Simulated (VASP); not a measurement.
Input of a VASP 6.6.1 run:

Contents of POSCAR:

```
HgTe
1.0
    0.0000000000      3.2853709493      3.2853709493
    3.2853709493      0.0000000000      3.2853709493
    3.2853709493      3.2853709493      0.0000000000
Hg Te
1 1
Direct
    0.0000000000      0.0000000000      0.0000000000
    0.2500000000      0.2500000000      0.2500000000
```

The input INCAR.step1:

```
PREC     = Accurate       # precision mode
ENCUT    = 520            # plane-wave cutoff, eV
ISMEAR   = -1             # smearing method
SIGMA    = 0.08           # smearing width, eV
LREAL    = False          # projectors in reciprocal space
LASPH    = True           # aspherical terms in the spheres
NELM     = 100            # most SCF steps
NBANDS   = 16             # bands
GGA      = PE             # functional
ALGO     = Normal         # electronic algorithm
EDIFF    = 1E-4           # SCF threshold, eV
LWAVE    = True           # write WAVECAR
LCHARG   = False          # write CHGCAR
```

The input INCAR.step2:

```
PREC     = Accurate       # precision mode
ENCUT    = 520            # plane-wave cutoff, eV
EDIFF    = 1E-6           # SCF threshold, eV
ISMEAR   = -1             # smearing method
SIGMA    = 0.08           # smearing width, eV
LREAL    = False          # projectors in reciprocal space
LASPH    = True           # aspherical terms in the spheres
NELM     = 100            # most SCF steps
ALGO     = Normal         # electronic algorithm
ISIF     = 2              # what is computed and relaxed
LWAVE    = False          # write WAVECAR
LCHARG   = False          # write CHGCAR
METAGGA  = R2SCAN         # meta-GGA
LMIXTAU  = True         
NBANDS   = 16             # bands
ISTART   = 1
```

Contents of KPOINTS:

```
regular mesh
0
Gamma
  12 12 12
```

Potentials or basis: VASP PAW PBE potentials, release 64 (Hg, Te).

Command:

```console
$ cat potpaw_PBE.64/Hg/POTCAR potpaw_PBE.64/Te/POTCAR > POTCAR
$ cp INCAR.step1 INCAR
$ mpirun -np 1 vasp_std > vasp.out
$ cp INCAR.step2 INCAR
$ mpirun -np 1 vasp_std > vasp.out
```

Q: Predict the band gap on the k mesh.

A: Zero (filled and empty bands touch).

Q: Predict the pressure.

A: 0.1 GPa.

Caveat: the PAW data sets were made with another functional, which shifts forces and pressure a little; spin-orbit coupling is left out, which moves the levels of the heavy elements.
